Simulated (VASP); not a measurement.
# Zr2VSe3 (P4/mmm) in VASP: single point with PBE

Aim: the single point of Zr2VSe3 with PBE.

All numbers are computed with VASP 6.6.1; they aren't measurements. Logs are shortened: lines on timing, memory, paths and dates and some standing lists are left out, and cuts for length are marked.

## (1) The cell of the first run

The structure is tetragonal, space group P4/mmm (No. 123). The conventional cell has a = 4.132 Å, b = 4.132 Å, c = 8.721 Å, α = 90.00°, β = 90.00°, γ = 90.00°. Zr (site symmetry 4/mmm) has 2 Se at 1.95 Å within 2.6 Å. Zr (site symmetry 4/mmm) has 4 V at 2.92 Å and 8 Se at 3.79 Å within 3.8 Å. Within 3.2 Å of V (site symmetry 4/mmm) lie 2 Se at 2.41 Å and 4 Zr at 2.92 Å. Within 2.6 Å of Se (site symmetry 4mm) lie 1 Zr at 1.95 Å and 1 V at 2.41 Å. Within 3.8 Å of Se (site symmetry 4/mmm) lie 4 Zr at 2.92 Å and 8 Se at 3.51 Å.

The cell was generated, and may not be a known phase.

## (2) Single point, PBE, collinear spin, ferromagnetic start

File INCAR:

```
PREC = Accurate
ENCUT = 520
EDIFF = 1E-7
ISMEAR = 0
SIGMA = 0.1
LREAL = F
LASPH = T
NELM = 150
ALGO = Normal
ISIF = 2
LWAVE = F
LCHARG = F
ISPIN = 2
MAGMOM = 0 0 2 0 0 0
LORBIT = 11
LMAXMIX = 4
GGA = PE
NBANDS = 40
```

File KPOINTS:

```
regular mesh
0
Gamma
  4 4 2
```

File POSCAR:

```
Zr2VSe3
1.0
    4.1316936000      0.0000000000      0.0000000000
    0.0000000000      4.1316936000      0.0000000000
    0.0000000000      0.0000000000      8.7208867200
Zr V Se
2 1 3
Direct
    0.0000000000      0.0000000000      0.5000000000
    0.5000000000      0.5000000000      0.0000000000
    0.0000000000      0.0000000000      0.0000000000
    0.0000000000      0.0000000000      0.7240587500
    0.0000000000      0.0000000000      0.2759412500
    0.5000000000      0.5000000000      0.5000000000
```

Potentials or basis: VASP PAW PBE potentials, release 64 (Zr_sv, V_sv, Se).

The run is started by

```bash
$ cat potpaw_PBE.64/Zr_sv/POTCAR potpaw_PBE.64/V_sv/POTCAR potpaw_PBE.64/Se/POTCAR > POTCAR
$ mpirun -np 1 vasp_std > vasp.out
```

OUTCAR:

```text
PREC = Accurate
   ENCUT = 520
   EDIFF = 1E-7
   ISMEAR = 0
   LREAL = F
   LASPH = T
   NELM = 150
   ISIF = 2
   ISPIN = 2
   LORBIT = 11
   GGA = PE

 ion  position               nearest neighbor table
   1  0.000  0.000  0.500-   4 1.95   5 1.95   6 2.92   6 2.92   6 2.92   6 2.92
   2  0.500  0.500  0.000-   3 2.92   3 2.92   3 2.92   3 2.92
   3  0.000  0.000  0.000-   4 2.41   5 2.41   2 2.92   2 2.92   2 2.92   2 2.92
   4  0.000  0.000  0.724-   1 1.95   3 2.41
   5  0.000  0.000  0.276-   1 1.95   3 2.41
   6  0.500  0.500  0.500-   1 2.92   1 2.92   1 2.92   1 2.92

  LATTYP: Found a simple tetragonal cell.
 ALAT       =     4.1316936000
 C/A-ratio  =     2.1107292951

  Lattice vectors:

 A1 = (   4.1316936000,   0.0000000000,   0.0000000000)
 A2 = (   0.0000000000,   4.1316936000,   0.0000000000)
 A3 = (   0.0000000000,   0.0000000000,   8.7208867200)

Analysis of symmetry for initial positions (statically):
=====================================================================
 Subroutine PRICEL returns:
 Original cell was already a primitive cell.

 Routine SETGRP: Setting up the symmetry group for a
 simple tetragonal supercell.

 Subroutine GETGRP returns: Found 16 space group operations
 (whereof 16 operations were pure point group operations)
 out of a pool of 16 trial point group operations.

The static configuration has the point symmetry D_4h.

Analysis of symmetry for dynamics (positions and initial velocities):
=====================================================================
 Subroutine PRICEL returns:
 Original cell was already a primitive cell.

 Routine SETGRP: Setting up the symmetry group for a
 simple tetragonal supercell.

 Subroutine GETGRP returns: Found 16 space group operations
 (whereof 16 operations were pure point group operations)
 out of a pool of 16 trial point group operations.

The dynamic configuration has the point symmetry D_4h.

Analysis of structural, dynamic, and magnetic symmetry:
=====================================================================
 Subroutine PRICEL returns:
 Original cell was already a primitive cell.

 Routine SETGRP: Setting up the symmetry group for a
 simple tetragonal supercell.

 Subroutine GETGRP returns: Found 16 space group operations
 (whereof 16 operations were pure point group operations)
 out of a pool of 16 trial point group operations.

The overall configuration has the point symmetry D_4h.

 Subroutine INISYM returns: Found 16 space group operations
[... 125 lines left out ...]
  energy-cutoff  :      520.00
  volume of cell :      148.87
 maximum number of plane-waves:      4048
 NGX is ok and might be reduce to    32
   NGX = 15   NGY = 15   NGZ = 33

 number of electron      55.0000009 magnetization       0.0053404

 Free energy of the ion-electron system (eV)
  ---------------------------------------------------
  ext. energy  EPLUGINS =         0.00000000
  ---------------------------------------------------
  free energy    TOTEN  =       -29.41452785 eV

  energy without entropy =      -29.38951463  energy(sigma->0) =      -29.40202124

 E-fermi :   5.2677     XC(G=0):  -9.6840

 val. band max:        5.1551804534   @ k =   0.2500   0.0000   0.0000
 cond. band min:       5.2881897889   @ k =   0.5000   0.2500   0.5000
 fundamental gap:      0.1330093354
 Fermi energy:         5.2676549533

 spin component 1

 k-point     1 :       0.0000    0.0000    0.0000
  band No.  band energies     occupation
      1     -58.8417      1.00000
      2     -44.6926      1.00000
      3     -43.7575      1.00000
      4     -32.7221      1.00000
      5     -32.7031      1.00000
      6     -32.7031      1.00000
[... 493 lines left out ...]
     38       7.7598      0.00000
     39       8.9900      0.00000
 Fermi energy:         5.2676549533

 spin component 2

 k-point     1 :       0.0000    0.0000    0.0000
  band No.  band energies     occupation
      1     -58.8366      1.00000
      2     -44.6932      1.00000
      3     -43.7572      1.00000
      4     -32.7176      1.00000
      5     -32.6977      1.00000
      6     -32.6977      1.00000
[... 493 lines left out ...]
     38       7.7602      0.00000
     39       8.9899      0.00000
 [bands above 39 left out]

------------------------ aborting loop because EDIFF is reached ----------------------------------------

  FORCE on cell =-STRESS in cart. coord.  units (eV):
  Direction    XX          YY          ZZ          XY          YZ          ZX
  --------------------------------------------------------------------------------------
  -------------------------------------------------------------------------------------
  Total       -7.2464597     -7.2464597     75.2265085      0.0000000      0.0000000      0.0000000
  in kB      -77.9865310    -77.9865310    809.5890535      0.0000000      0.0000000      0.0000000
  external PRESSURE =     217.8719971 kB  Pullay stress =       0.0000000 kB

 VOLUME and BASIS-vectors are now :
 -----------------------------------------------------------------------------
  energy-cutoff  :      520.00
  volume of cell :      148.87
      direct lattice vectors                 reciprocal lattice vectors
     4.131693600  0.000000000  0.000000000     0.242031500  0.000000000  0.000000000
     0.000000000  4.131693600  0.000000000     0.000000000  0.242031500  0.000000000
     0.000000000  0.000000000  8.720886720     0.000000000  0.000000000  0.114667239

 POSITION                                       TOTAL-FORCE (eV/Angst)
 -----------------------------------------------------------------------------------
      0.00000      0.00000      4.36044         0.000000     -0.000000      0.000000
      2.06585      2.06585      0.00000         0.000000     -0.000000      0.000000
      0.00000      0.00000      0.00000         0.000000     -0.000000      0.000000
      0.00000      0.00000      6.31443         0.000000      0.000000     20.250794
      0.00000      0.00000      2.40645         0.000000     -0.000000    -20.250794
      2.06585      2.06585      4.36044         0.000000     -0.000000      0.000000
 -----------------------------------------------------------------------------------
    total drift:                                0.000000     -0.000000     -0.000000

  FREE ENERGIE OF THE ION-ELECTRON SYSTEM (eV)
  ---------------------------------------------------
  free  energy   TOTEN  =       -29.4145278509 eV

  energy  without entropy=      -29.3895146316  energy(sigma->0) =      -29.40202124

 total charge

# of ion       s       p       d       tot
------------------------------------------
    1        2.230   6.102   2.436  10.768
    2        2.189   5.918   1.510   9.618
    3        2.289   6.147   3.061  11.497
    4        1.518   2.525   0.123   4.166
    5        1.518   2.525   0.123   4.166
    6        1.443   2.375   0.016   3.834
--------------------------------------------------
tot         11.187  25.591   7.269  44.048

 magnetization (x)

# of ion       s       p       d       tot
------------------------------------------
    1        0.000   0.000   0.001   0.001
    2       -0.000   0.000  -0.001  -0.001
    3        0.000   0.000   0.006   0.006
    4       -0.000  -0.000   0.000  -0.000
    5       -0.000  -0.000   0.000  -0.000
    6       -0.000  -0.000   0.000  -0.000
--------------------------------------------------
tot         -0.000  -0.000   0.005   0.005
```

stdout:

```text
POSCAR found type information on POSCAR ZrV Se
 POSCAR found :  3 types and       6 ions
 scaLAPACK will be used
 LDA part: xc-table for (Slater+PW92), standard interpolation
 POSCAR, INCAR and KPOINTS ok, starting setup
 FFT: planning ... GRIDC
 FFT: planning ... GRID_SOFT
 FFT: planning ... GRID
 WAVECAR not read
 entering main loop
```

It took 2.5 min on 1 thread of Intel Xeon Platinum 8488C (Sapphire Rapids), shared host; peak memory 0.36 GiB.

What came out:

```
Free energy                                           : -29.4145 eV
Pressure                                              : 21.8 GPa
Largest force                                         : 20.251 eV/Å
Net moment                                            : 0.01 μB per cell
Valence electrons inside the program's atomic spheres : Zr 10.77, 9.62; V 11.50; Se 4.17, 3.83 (each value once)
```

Forces in eV/Å, atoms in the order of the input:
```
Zr    0.000   0.000   0.000
Zr    0.000   0.000   0.000
V     0.000   0.000   0.000
Se    0.000   0.000  20.251
Se    0.000   0.000 -20.251
Se    0.000   0.000   0.000
```

Caveat: the k points lie up to 0.38 Å⁻¹ apart; the moments typed at the start vanished in this run; forces of over 1 eV/Å act on the atoms, so gaps and moduli don't describe the material at rest.
